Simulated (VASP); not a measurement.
# WC: electric field gradients with PBEsol

Crystal: WC.

```
W C
1.0
     2.95739    0.00000    0.00000
    -1.47869    2.56117    0.00000
     0.00000    0.00000    2.88448
W C
1 1
Cartesian
  0.0000 0.0000 0.0000
  1.4787 0.8537 1.4422
```

This cell differs from its parent crystal: volume scaled by 1.06.

- Program: VASP 6.6.1
- Task: electric field gradients
- Functional: PBEsol
- Potentials or basis: VASP PAW PBE potentials, release 64 (W_sv, C)
- Cutoff: 520 eV
- k mesh: 14 × 14 × 13
- Occupations: fermi-dirac, width 0.05 eV
- Spin: no spin polarisation
- Dipole correction: no
- Further INCAR settings: ALGO = Normal; EDIFF = 1e-08; NBANDS = 16

The pressure is -20.7 GPa and the band gap on the k mesh is zero (band 9 reaches 10.94 eV, above the bottom of band 10 at 9.69 eV).

Stress tensor (GPa, compression positive):
```
-19.73   0.00   0.00
  0.00 -19.73   0.00
  0.00   0.00 -22.62
```

Levels at points of the mesh, in eV from the Fermi level:
```csv
k point,band 6,band 7,band 8,band 9,band 10,band 11,band 12,band 13
"(0.00, 0.00, 0.00)",-4.03,-3.11,-3.11,0.13,3.01,3.01,5.39,5.39
"(0.50, 0.00, 0.00)",-6.78,-3.37,-3.33,-0.40,2.19,4.24,4.57,6.58
```

Electric field gradients, principal values (V/Å²):
```csv
atom,least,middle,greatest (by size)
1 W,60.935,60.936,-121.872
2 C,0.206,0.207,-0.413
```

It took 67 s on 1 thread of Intel(R) Xeon(R) Platinum 8259CL CPU @ 2.50GHz (Skylake/Cascade Lake) (shared host), peak memory 0.18 GiB.

Caveat: without QUAD_EFG the Cq values of the log hold for a quadrupole moment of 1 mb, not for the nuclei; the PAW data sets were made with another functional, which shifts forces and pressure a little; spin-orbit coupling is left out, which moves the levels of the heavy elements.
